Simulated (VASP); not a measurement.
A run of VASP 6.6.1:

Contents of INCAR:

```
SYSTEM = WC
ALGO = Normal
EDIFF = 1E-7
ENCUT = 520
GGA = PS
ISIF = 2
ISMEAR = -1
LASPH = .True.
LCHARG = .False.
LREAL = .False.
LWAVE = .False.
NBANDS = 16
NELM = 80
PREC = Accurate
SIGMA = 0.05
```

KPOINTS

```
k-points
0
Gamma
  10 10 10
  0 0 0
```

The input POSCAR:

```
WC
1.0
    0.0000000000      2.1633803975      2.1633803975
    2.1633803975      0.0000000000      2.1633803975
    2.1633803975      2.1633803975      0.0000000000
W C
1 1
Direct
    0.0000000000      0.0000000000      0.0000000000
    0.5000000000      0.5000000000      0.5000000000
```

Potentials or basis: VASP PAW PBE potentials, release 64 (W_sv, C).

The run is started by

```sh
$ cat potpaw_PBE.64/W_sv/POTCAR potpaw_PBE.64/C/POTCAR > POTCAR
$ mpirun -np 1 vasp_std > vasp.out
```

Hardware: 1 thread of Intel(R) Xeon(R) 6975P-C (Granite Rapids), with other jobs on the host.

Task: Estimate the wall time of this run.

Result: Wall time 5.7 s on 1 thread of Intel(R) Xeon(R) 6975P-C (Granite Rapids) (shared host), peak memory 0.14 GiB. Counts: scf iterations 13, k points 47.
